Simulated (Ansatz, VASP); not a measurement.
# TaN: VASP beside Ansatz

```
CELL_PARAMETERS angstrom
0.00000 2.17900 2.17900
2.17900 0.00000 2.17900
2.17900 2.17900 0.00000
ATOMIC_POSITIONS crystal
Ta 0.50000 0.50000 0.50000
N 0.00000 0.00000 0.00000
```

Alike in both runs: task single point; functional LDA; k mesh 13 × 13 × 13; no spin polarisation.

|  | VASP | Ansatz |
| --- | --- | --- |
| version | VASP 6.6.1 | Ansatz 0.2.0 |
| potentials or method | VASP PAW LDA potentials, release 64 (Ta_sv_GW, N) | plane waves, PAW |
| plane-wave cutoff (eV) | 700 | 420 |
| occupations | fermi-dirac, width 0.1 eV | fermi-dirac |
| valence electrons in the cell | 18 | 18 |

```tsv
	VASP	Ansatz	Ansatz less VASP
pressure (GPa)	-1.4	-2.4	-1.06
```

LDA's correlation is that of Perdew and Zunger in VASP and of Perdew and Wang (1992) in Ansatz. Ansatz's warnings: stress scf threshold loose.

Neither program's run includes spin-orbit coupling.
